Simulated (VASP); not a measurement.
# LiSi16 (a cell with a defect) in VASP: notebook

The runs below take LiSi16 (a cell with a defect) through single point, with r2SCAN.

All numbers are computed with VASP 6.6.1; they aren't measurements. Logs are shortened: lines on timing, memory, paths and dates and some standing lists are left out, and cuts for length are marked.

**1. The cell of the first run**

The cell holds a defect, 17 atoms: a = 7.679 Å, b = 7.679 Å, c = 7.679 Å, α = 60.00°, β = 60.00°, γ = 60.00°.

**2. Single point, r2SCAN**

Input file POSCAR:

```
LiSi16
1.0
    0.0000000000      5.4300000000      5.4300000000
    5.4300000000      0.0000000000      5.4300000000
    5.4300000000      5.4300000000      0.0000000000
Si Li
16 1
Direct
    0.0010461326      0.0006726519      0.0007687845
    0.1249890424      0.1250050645      0.1250019337
    0.0010696133      0.0006988950      0.4975038674
    0.1233875691      0.1228109576      0.6269186924
    0.0010359116      0.4975162063      0.0007576427
    0.1233953039      0.6268240331      0.1229409761
   -0.0059279006      0.5019534991      0.5020058011
    0.1233904236      0.6268545120      0.6269058932
    0.4974593923      0.0008061694      0.0008999079
    0.6271953959      0.1228313076      0.1229556169
    0.5026005525     -0.0074191529      0.5024252302
    0.6272233886      0.1228292818      0.6270821363
    0.5025087477      0.5022789134     -0.0070800184
    0.6271835175      0.6269897790      0.1229575506
    0.5025733886      0.5023505525      0.5023956722
    0.6259548803      0.6245430939      0.6248644567
    0.3772992634      0.3738554328      0.3747267035
```

Input file INCAR.step1:

```
SYSTEM = LiSi16
PREC = Accurate ; ENCUT = 520
ISMEAR = 0 ; SIGMA = 0.02
LREAL = Auto ; LASPH = .TRUE.
NELM = 100 ; NBANDS = 48
NELECT = 66.0 ; GGA = PE
ALGO = Normal ; EDIFF = 1E-4
LWAVE = .TRUE. ; LCHARG = .FALSE.
```

Input file INCAR.step2:

```
SYSTEM = LiSi16
PREC = Accurate ; ENCUT = 520
EDIFF = 1E-7 ; ISMEAR = 0
SIGMA = 0.02 ; LREAL = Auto
LASPH = .TRUE. ; NELM = 100
ALGO = Normal ; ISIF = 2
LWAVE = .FALSE. ; LCHARG = .FALSE.
METAGGA = R2SCAN ; LMIXTAU = .TRUE.
NBANDS = 48 ; NELECT = 66.0
ISTART = 1
```

Input file KPOINTS:

```
Automatic mesh
0
G
  2 2 2
  0 0 0
```

Potentials or basis: VASP PAW PBE potentials, release 64 (Si, Li_sv).

Run with:

```bash
$ cat potpaw_PBE.64/Si/POTCAR potpaw_PBE.64/Li_sv/POTCAR > POTCAR
$ cp INCAR.step1 INCAR
$ mpirun -np 1 vasp_std > vasp.out
$ cp INCAR.step2 INCAR
$ mpirun -np 1 vasp_std > vasp.out
```

OUTCAR:

```text
SYSTEM = LiSi16
   PREC = Accurate
   ENCUT = 520
   EDIFF = 1E-7
   ISMEAR = 0
   LREAL = Auto
   LASPH = .TRUE.
   NELM = 100
   ISIF = 2
   METAGGA = R2SCAN
   NELECT = 66.0
   ISTART = 1

 ion  position               nearest neighbor table
   1  0.001  0.001  0.001-   2 2.34   6 2.34   4 2.34  10 2.34
   2  0.125  0.125  0.125-   9 2.34   3 2.34   1 2.34   5 2.34
   3  0.001  0.001  0.498-   2 2.34   8 2.34   4 2.34  12 2.34
   4  0.123  0.123  0.627-   3 2.34   1 2.34   7 2.38  11 2.38  17 2.74
   5  0.001  0.498  0.001-   2 2.34   6 2.34   8 2.34  14 2.34
   6  0.123  0.627  0.123-   1 2.34   5 2.34   7 2.38  13 2.38  17 2.75
   7  0.994  0.502  0.502-  16 2.31   6 2.38   8 2.38   4 2.38  17 2.40
   8  0.123  0.627  0.627-   3 2.34   5 2.34   7 2.38  15 2.38  17 2.74
   9  0.497  0.001  0.001-   2 2.34  14 2.34  10 2.34  12 2.34
  10  0.627  0.123  0.123-   9 2.34   1 2.34  13 2.38  11 2.38  17 2.73
  11  0.503  0.993  0.502-  16 2.31   4 2.38  10 2.38  12 2.38  17 2.39
  12  0.627  0.123  0.627-   9 2.34   3 2.34  15 2.38  11 2.38  17 2.73
  13  0.503  0.502  0.993-  16 2.31   6 2.38  14 2.38  10 2.38  17 2.39
  14  0.627  0.627  0.123-   9 2.34   5 2.34  13 2.38  15 2.38  17 2.73
  15  0.503  0.502  0.502-  16 2.31   8 2.38  14 2.38  12 2.38  17 2.39
  16  0.626  0.625  0.625-  11 2.31  15 2.31  13 2.31   7 2.31
  17  0.377  0.374  0.375-  11 2.39  15 2.39  13 2.39   7 2.40  12 2.73  10 2.73  14 2.73   4 2.74
                             8 2.74   6 2.75

  LATTYP: Found a face centered cubic cell.
 ALAT       =    10.8600000000

  Lattice vectors:

 A1 = (   0.0000000000,   5.4300000000,   5.4300000000)
 A2 = (   5.4300000000,   0.0000000000,   5.4300000000)
 A3 = (   5.4300000000,   5.4300000000,   0.0000000000)

Analysis of symmetry for initial positions (statically):
=====================================================================
 Subroutine PRICEL returns:
 Original cell was already a primitive cell.

 Routine SETGRP: Setting up the symmetry group for a
 face centered cubic supercell.

 Subroutine GETGRP returns: Found  1 space group operations
 (whereof  1 operations were pure point group operations)
 out of a pool of 48 trial point group operations.

The static configuration has the point symmetry C_1 .

Analysis of symmetry for dynamics (positions and initial velocities):
=====================================================================
 Subroutine PRICEL returns:
 Original cell was already a primitive cell.

 Routine SETGRP: Setting up the symmetry group for a
 face centered cubic supercell.

 Subroutine GETGRP returns: Found  1 space group operations
 (whereof  1 operations were pure point group operations)
 out of a pool of 48 trial point group operations.

The dynamic configuration has the point symmetry C_1 .

 Subroutine INISYM returns: Found  1 space group operations
 (whereof  1 operations are pure point group operations),
 and found     1 'primitive' translations

----------------------------------------------------------------------------------------

                                     Primitive cell

  volume of cell :     320.2060

  direct lattice vectors                    reciprocal lattice vectors
     0.000000000  5.430000000  5.430000000    -0.092081031  0.092081031  0.092081031
     5.430000000  0.000000000  5.430000000     0.092081031 -0.092081031  0.092081031
     5.430000000  5.430000000  0.000000000     0.092081031  0.092081031 -0.092081031

  length of vectors
     7.679179644  7.679179644  7.679179644     0.159489025  0.159489025  0.159489025

  position of ions in fractional coordinates (direct lattice)
     0.001046133  0.000672652  0.000768785
     0.124989042  0.125005065  0.125001934
     0.001069613  0.000698895  0.497503867
     0.123387569  0.122810958  0.626918692
     0.001035912  0.497516206  0.000757643
     0.123395304  0.626824033  0.122940976
[... 9 lines left out ...]
     0.625954880  0.624543094  0.624864457
     0.377299263  0.373855433  0.374726704

  ion indices of the primitive-cell ions
   primitive index   ion index
                 1           1
                 2           2
                 3           3
                 4           4
                 5           5
                 6           6
[... 9 lines left out ...]
                16          16
                17          17

----------------------------------------------------------------------------------------

 KPOINTS: Automatic mesh

Automatic generation of k-mesh.
 Grid dimensions read from file:
 generate k-points for:    2    2    2

 Generating k-lattice:

  Cartesian coordinates                     Fractional coordinates (reciprocal lattice)
    -0.046040516  0.046040516  0.046040516     0.500000000  0.000000000  0.000000000
     0.046040516 -0.046040516  0.046040516     0.000000000  0.500000000  0.000000000
     0.046040516  0.046040516 -0.046040516     0.000000000  0.000000000  0.500000000

  Length of vectors
     0.079744512  0.079744512  0.079744512

  Shift w.r.t. Gamma in fractional coordinates (k-lattice)
     0.000000000  0.000000000  0.000000000

 Subroutine IBZKPT returns following result:
 ===========================================

 Found      8 irreducible k-points:

 Following reciprocal coordinates:
            Coordinates               Weight
  0.000000  0.000000  0.000000      1.000000
  0.500000  0.000000  0.000000      1.000000
  0.000000  0.500000  0.000000      1.000000
  0.000000  0.000000  0.500000      1.000000
  0.500000  0.500000  0.500000      1.000000
  0.500000  0.500000  0.000000      1.000000
  0.000000  0.500000  0.500000      1.000000
  0.500000  0.000000  0.500000      1.000000
   k-points           NKPTS =      8   k-points in BZ     NKDIM =      8   number of bands    NBANDS=     48
   number of dos      NEDOS =    301   number of ions     NIONS =     17
   total plane-waves  NPLWV = 216000
   dimension x,y,z NGX =    60 NGY =   60 NGZ =   60
   dimension x,y,z NGXF=   120 NGYF=  120 NGZF=  120
   ions per type =              16   1
   NGX,Y,Z   is equivalent  to a cutoff of  12.99, 12.99, 12.99 a.u.
   NGXF,Y,Z  is equivalent  to a cutoff of  25.98, 25.98, 25.98 a.u.
 SYSTEM =  LiSi16
   PREC   = accura    normal or accurate (medium, high low for compatibility)
   ISTART =      1    job   : 0-new  1-cont  2-samecut
   ICHARG =      0    charge: 1-file 2-atom 10-const
   ISPIN  =      1    spin polarized calculation?
   LNONCOLLINEAR =      F non collinear calculations
   LSORBIT =      F    spin-orbit coupling
   LASPH  =      T    aspherical Exc in radial PAW
   ENCUT  =  520.0 eV  38.22 Ry    6.18 a.u.  14.28 14.28 14.28*2*pi/ulx,y,z
   NELM   =    100;   NELMIN=  2; NELMDL=  0     # of ELM steps
   EDIFF  = 0.1E-06   stopping-criterion for ELM
   LREAL  =      T    real-space projection
   EDIFFG = 0.1E-05   stopping-criterion for IOM
   NSW    =      0    number of steps for IOM
   IBRION =     -1    ionic relax: 0-MD 1-quasi-New 2-CG
   NFREE  =      0    steps in history (QN), initial steepest desc. (CG)
   ISIF   =      2    stress and relaxation
   ISYM   =      2    0-nonsym 1-usesym 2-fastsym
   POTIM  = 0.5000    time-step for ionic-motion
   TEBEG  =    0.0;   TEEND  =   0.0 temperature during run
   PSTRESS=    0.0 pullay stress
   NELECT =      66.0000    total number of electrons
   NUPDOWN=      -1.0000    fix difference up-down
   EMIN   =  10.00;   EMAX   =-10.00  energy-range for DOS
   EFERMI =   0.00;   METHOD = LEGACY
   ISMEAR =     0;   SIGMA  =   0.02  broadening in eV -4-tet -1-fermi 0-gaus
   EFERMI_NEDOS =   21; number of points for ismear=-14 and -15
   IALGO  =     38    algorithm
   IMIX   =      4    mixing-type and parameters
     AMIX     =   0.40;   BMIX     =  1.00
     AMIX_MAG =   1.60;   BMIX_MAG =  1.00
  volume/ion in A,a.u.               =      18.84       127.11
  Fermi-wavevector in a.u.,A,eV,Ry     =   0.967044  1.827449 12.723821  0.935174
  Thomas-Fermi vector in A             =   2.096897
   LORBIT       =      0    0 simple, 1 ext, 2 COOP (PROOUT), +10 PAW based schemes
   METAGGA = R2SCAN    functional components
   LHFCALC =     F    Hartree Fock is set to
   AEXX    =    0.0000 exact exchange contribution
   IVDW    =     0    specifies the selected vdW correction
   LEPSILON=     F    determine dielectric tensor
   LRPA    =     F    only Hartree local field effects (RPA)
 non-spin polarized calculation
 Gauss-broadening in eV      SIGMA  =   0.02
  energy-cutoff  :      520.00
  volume of cell :      320.21
 maximum number of plane-waves:      8646
 NGX is ok and might be reduce to    60
   NGX = 29   NGY = 29   NGZ = 29

 number of electron      65.9999999 magnetization

 Free energy of the ion-electron system (eV)
  ---------------------------------------------------
  ext. energy  EPLUGINS =         0.00000000
  ---------------------------------------------------
  free energy    TOTEN  =      -147.80499226 eV

  energy without entropy =     -147.80499226  energy(sigma->0) =     -147.80499226

 E-fermi :   6.1648     XC(G=0):  -9.8963

 val. band max:        5.9516477594   @ k =   0.0000   0.0000   0.0000
 cond. band min:       6.7981981471   @ k =   0.0000   0.0000   0.0000
 fundamental gap:      0.8465503876
 Fermi energy:         6.1648133641

 k-point     1 :       0.0000    0.0000    0.0000
  band No.  band energies     occupation
      1     -42.1135      2.00000
      2      -6.5772      2.00000
      3      -4.2054      2.00000
      4      -4.1463      2.00000
      5      -4.1462      2.00000
      6      -4.1462      2.00000
[... 37 lines left out ...]
     44       8.4604      0.00000
     45       8.4619      0.00000

 k-point     2 :       0.5000    0.0000    0.0000
  band No.  band energies     occupation
      1     -42.1135      2.00000
      2      -5.8107      2.00000
      3      -5.6790      2.00000
      4      -3.8696      2.00000
      5      -3.8314      2.00000
      6      -3.8312      2.00000
[... 280 lines left out ...]
 k-point     8 :       0.5000    0.0000    0.5000
  band No.  band energies     occupation
      1     -42.1135      2.00000
      2      -5.5047      2.00000
      3      -5.4131      2.00000
      4      -4.4727      2.00000
      5      -4.4434      2.00000
      6      -4.4433      2.00000
[... 37 lines left out ...]
     44      10.5672      0.00000
     45      10.6549      0.00000
 [bands above 45 left out]

------------------------ aborting loop because EDIFF is reached ----------------------------------------

  FORCE on cell =-STRESS in cart. coord.  units (eV):
  Direction    XX          YY          ZZ          XY          YZ          ZX
  --------------------------------------------------------------------------------------
  -------------------------------------------------------------------------------------
  Total       -4.0736854     -4.0776120     -4.0748045      0.0022751     -0.0043763      0.0114586
  in kB      -20.3830225    -20.4026694    -20.3886223      0.0113836     -0.0218970      0.0573338
  external PRESSURE =     -20.3914380 kB  Pullay stress =       0.0000000 kB

 VOLUME and BASIS-vectors are now :
 -----------------------------------------------------------------------------
  energy-cutoff  :      520.00
  volume of cell :      320.21
      direct lattice vectors                 reciprocal lattice vectors
     0.000000000  5.430000000  5.430000000    -0.092081031  0.092081031  0.092081031
     5.430000000  0.000000000  5.430000000     0.092081031 -0.092081031  0.092081031
     5.430000000  5.430000000  0.000000000     0.092081031  0.092081031 -0.092081031

 POSITION                                       TOTAL-FORCE (eV/Angst)
 -----------------------------------------------------------------------------------
      0.00783      0.00985      0.00933        -0.003896     -0.010616     -0.008707
      1.35754      1.35745      1.35747         0.001220     -0.001885     -0.001116
      2.70524      2.70725      0.00960         0.010211      0.003268     -0.009769
      4.07103      4.07416      1.33686        -0.003816      0.002860     -0.004564
      2.70563      0.00974      2.70714         0.008572     -0.010210      0.003864
      4.07122      1.33761      4.07369        -0.001686     -0.006246      0.001954
[... 9 lines left out ...]
      6.78428      6.79195      6.79020         0.005406     -0.008032     -0.004463
      4.06480      4.08350      4.07877        -0.002697      0.007948      0.004596
 -----------------------------------------------------------------------------------
    total drift:                               -0.023902      0.037963      0.020711

  FREE ENERGIE OF THE ION-ELECTRON SYSTEM (eV)
  ---------------------------------------------------
  free  energy   TOTEN  =      -147.8049922635 eV

  energy  without entropy=     -147.8049922635  energy(sigma->0) =     -147.80499226
```

Wall time 10 min (1 thread of Intel Xeon Platinum 8559C (Emerald Rapids), shared host); peak memory 0.55 GiB.

Results:

* Free energy: -147.8050 eV
* Largest force: 0.015 eV/Å

Forces in eV/Å, atoms in the order of the input:
```
Si  -0.004 -0.011 -0.009
Si   0.001 -0.002 -0.001
Si   0.010  0.003 -0.010
Si  -0.004  0.003 -0.005
Si   0.009 -0.010  0.004
Si  -0.002 -0.006  0.002
Si   0.001  0.001 -0.001
Si   0.005  0.002  0.003
Si  -0.009  0.007  0.009
Si   0.003  0.000 -0.002
Si  -0.002  0.004  0.008
Si   0.000 -0.005 -0.001
Si  -0.004  0.009  0.003
Si   0.002  0.000 -0.003
Si  -0.008  0.005  0.002
Si   0.005 -0.008 -0.004
Li  -0.003  0.008  0.005
```

Levels at points of the mesh, in eV from the Fermi level:
```
           k point  band 31  band 32  band 33  band 34  band 35  band 36
(0.00, 0.00, 0.00)    -0.22    -0.21    -0.21     0.63     0.63     0.63
(0.50, 0.00, 0.00)    -1.08    -0.98    -0.98     1.23     1.41     1.41
(0.00, 0.50, 0.00)    -1.08    -0.98    -0.98     1.22     1.41     1.42
(0.00, 0.00, 0.50)    -1.08    -0.98    -0.98     1.23     1.41     1.42
(0.50, 0.50, 0.50)    -1.08    -0.98    -0.98     1.23     1.41     1.42
(0.50, 0.50, 0.00)    -1.65    -1.61    -1.56     1.05     1.13     2.27
(0.00, 0.50, 0.50)    -1.65    -1.61    -1.56     1.05     1.13     2.27
(0.50, 0.00, 0.50)    -1.65    -1.61    -1.56     1.05     1.13     2.27
```

Caveat: the k points lie up to 0.50 Å⁻¹ apart; the cell carries a net charge on a neutralising background, which shifts energy and pressure; the cell is charged against a uniform background, so pressure and absolute levels hang on convention; the cutoff is under 1.25 times the usual one of these potentials, so pressure, stress and relaxed cells hold a basis-set (Pulay) error; the PAW data sets were made with another functional, which shifts forces and pressure a little.

**3. Single point, r2SCAN**

POSCAR is that of step 2.

Input file INCAR.step1:

```
ALGO = Normal
EDIFF = 1E-4
ENCUT = 520
GGA = PE
ISMEAR = 0
LASPH = True
LCHARG = False
LREAL = Auto
LWAVE = True
NBANDS = 48
NELECT = 66.0
NELM = 100
PREC = Accurate
SIGMA = 0.02
```

Input file INCAR.step2:

```
ALGO = Normal
EDIFF = 1E-6
ENCUT = 520
ISIF = 2
ISMEAR = 0
ISTART = 1
LASPH = True
LCHARG = True
LELF = True
LMIXTAU = True
LREAL = Auto
LVHAR = True
LWAVE = False
METAGGA = R2SCAN
NBANDS = 48
NELECT = 66.0
NELM = 100
PREC = Accurate
SIGMA = 0.02
```

Input file KPOINTS:

```
k-points
0
Gamma
  2 2 2
```

Potentials or basis: VASP PAW PBE potentials, release 64 (Si, Li_sv).

Run with:

```bash
$ cat potpaw_PBE.64/Si/POTCAR potpaw_PBE.64/Li_sv/POTCAR > POTCAR
$ cp INCAR.step1 INCAR
$ mpirun -np 1 vasp_std > vasp.out
$ cp INCAR.step2 INCAR
$ mpirun -np 1 vasp_std > vasp.out
```

It took 7.2 min on 1 thread of Intel Xeon Platinum 8559C (Emerald Rapids), shared host; peak memory 0.54 GiB.

The run converged. Its results:

```yaml
Free_energy: -147.8050 eV
Largest_force: 0.015 eV/Å
```

Forces in eV/Å, atoms in the order of the input:
```
Si  -0.004 -0.011 -0.009
Si   0.001 -0.002 -0.001
Si   0.010  0.003 -0.010
Si  -0.004  0.003 -0.005
Si   0.009 -0.010  0.004
Si  -0.002 -0.006  0.002
Si   0.001  0.001 -0.001
Si   0.005  0.002  0.003
Si  -0.009  0.007  0.009
Si   0.003  0.000 -0.002
Si  -0.002  0.004  0.008
Si   0.000 -0.005 -0.001
Si  -0.004  0.009  0.003
Si   0.002  0.000 -0.003
Si  -0.008  0.005  0.002
Si   0.005 -0.008 -0.004
Li  -0.003  0.008  0.005
```

Levels at points of the mesh, in eV from the Fermi level:
| k point | band 29 | band 30 | band 31 | band 32 | band 33 | band 34 | band 35 | band 36 | band 37 | band 38 |
| --- | --- | --- | --- | --- | --- | --- | --- | --- | --- | --- |
| (0.00, 0.00, 0.00) | -1.41 | -1.41 | -0.22 | -0.21 | -0.21 | 0.63 | 0.63 | 0.63 | 0.70 | 0.70 |
| (0.50, 0.00, 0.00) | -2.44 | -1.08 | -1.08 | -0.98 | -0.98 | 1.23 | 1.41 | 1.41 | 1.62 | 1.62 |
| (0.00, 0.50, 0.00) | -2.44 | -1.08 | -1.08 | -0.98 | -0.98 | 1.23 | 1.41 | 1.42 | 1.62 | 1.62 |
| (0.00, 0.00, 0.50) | -2.44 | -1.08 | -1.08 | -0.98 | -0.98 | 1.23 | 1.41 | 1.42 | 1.62 | 1.62 |
| (0.50, 0.50, 0.50) | -2.44 | -1.08 | -1.08 | -0.98 | -0.98 | 1.23 | 1.41 | 1.42 | 1.62 | 1.62 |
| (0.50, 0.50, 0.00) | -2.22 | -1.65 | -1.65 | -1.61 | -1.56 | 1.05 | 1.13 | 2.27 | 2.38 | 2.38 |
| (0.00, 0.50, 0.50) | -2.22 | -1.65 | -1.65 | -1.61 | -1.56 | 1.05 | 1.13 | 2.27 | 2.38 | 2.38 |
| (0.50, 0.00, 0.50) | -2.22 | -1.65 | -1.65 | -1.61 | -1.56 | 1.05 | 1.13 | 2.27 | 2.38 | 2.38 |

Caveat: the k points lie up to 0.50 Å⁻¹ apart; the cell carries a net charge on a neutralising background, which shifts energy and pressure; the cell is charged against a uniform background, so pressure and absolute levels hang on convention; the cutoff is under 1.25 times the usual one of these potentials, so pressure, stress and relaxed cells hold a basis-set (Pulay) error; the PAW data sets were made with another functional, which shifts forces and pressure a little.
